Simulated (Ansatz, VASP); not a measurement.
Ge: VASP beside Ansatz

Contents of INCAR:

```
SYSTEM = Ge
  ALGO = Fast
  EDIFF = 1E-6
  ENCUT = 520
  GGA = PS
  ISIF = 2
  ISMEAR = 0
  LASPH = .True.
  LCHARG = .False.
  LREAL = .False.
  LWAVE = .False.
  NBANDS = 21
  NELM = 100
  PREC = Accurate
  SIGMA = 0.15
```

KPOINTS

```
k-points
0
Gamma
  24 24 24
  0 0 0
```

POSCAR

```
Ge
1.0
   -2.5630127546      2.5630127546      1.3966622730
    2.5630127546     -2.5630127546      1.3966622730
    2.5630127546      2.5630127546     -1.3966622730
Ge
2
Direct
    0.2097254103      0.7097254103      0.5000000000
    0.5402745897      0.5402745897      0.0000000000
```

Input for Ansatz:

```yaml
crystal:
  lattice:
    - [-2.5630127546, 2.5630127546, 1.396662273]
    - [2.5630127546, -2.5630127546, 1.396662273]
    - [2.5630127546, 2.5630127546, -1.396662273]
  atoms:
    - { symbol: Ge, position: [0.2097254103, 0.7097254103, 0.5] }
    - { symbol: Ge, position: [0.5402745897, 0.5402745897, 0.0] }
basis:
  ecutwfc: 420
kpoints:
  mp_grid: { grid: [24, 24, 24] }
hamiltonian:
  xc: pbesol
scf:
  occupations: { method: gaussian, width: 0.15 }
output:
  forces: true
  stress: true
  eigenvalues: true
```

Change from the starting cell: mode 4 (71.1 1/cm) frozen in, largest displacement +0.113 Å.

Alike in both runs: task single point; functional PBEsol; k mesh 24 × 24 × 24; occupations gaussian, width 0.15 eV; no spin polarisation.

```csv
,VASP,Ansatz
version,VASP 6.6.1,Ansatz 0.2.0
potentials or method,"VASP PAW PBE potentials, release 64 (Ge_d), cutoff 520 eV","scalar-relativistic, plane waves, PAW"
valence electrons in the cell,28,28
```

VASP gave:

```
gap on the k mesh at the Fermi level (eV)                     : none
pressure (GPa)                                                : 0.2
traceless stress, the component that is largest in VASP (GPa) : -2.51
rms of the force components (eV/Å)                            : 0.074
```

Problem. Which values does Ansatz return?

Solution. gap on the k mesh at the Fermi level (eV): none; pressure (GPa): 0.1; traceless stress, the component that is largest in VASP (GPa): -2.51; rms of the force components (eV/Å): 0.074.

VASP's potentials were made for PBE, not for PBEsol. Atom by atom the forces differ by 0.000 eV/Å (rms over components). A gap of «none» marks a metal or a gap that the smearing closes.
